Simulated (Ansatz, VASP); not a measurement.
**Two plane-wave programs on GaSb**

```xyz
2
Lattice="0.0000 3.0590 3.0590 3.0590 0.0000 3.0590 3.0590 3.0590 0.0000" Properties=species:S:1:pos:R:3 pbc="T T T"
Ga    0.0000    0.0000    0.0000
Sb    1.5295    1.5295    1.5295
```

Alike in both runs: task single point; functional PBE; k mesh 5 × 5 × 5; occupations gaussian, width 0.02 eV; no spin polarisation.

|  | VASP | Ansatz |
| --- | --- | --- |
| version | VASP 6.6.1 | Ansatz 0.2.0 |
| potentials or method | VASP PAW PBE potentials, release 64 (Ga_d, Sb), cutoff 500 eV | plane waves, PAW |
| valence electrons in the cell | 18 | 28 |

```csv
,VASP,Ansatz,Ansatz less VASP
pressure (GPa),2.4,2.4,-0.05
```

The functional is the same, so the differences come from potentials, cutoffs and numerics. VASP's potentials hold 18 valence electrons a cell and Ansatz's 28, so a difference there can come from the potentials and not from the codes. Ansatz's warnings: stress scf threshold loose.

Spin-orbit coupling is off throughout.
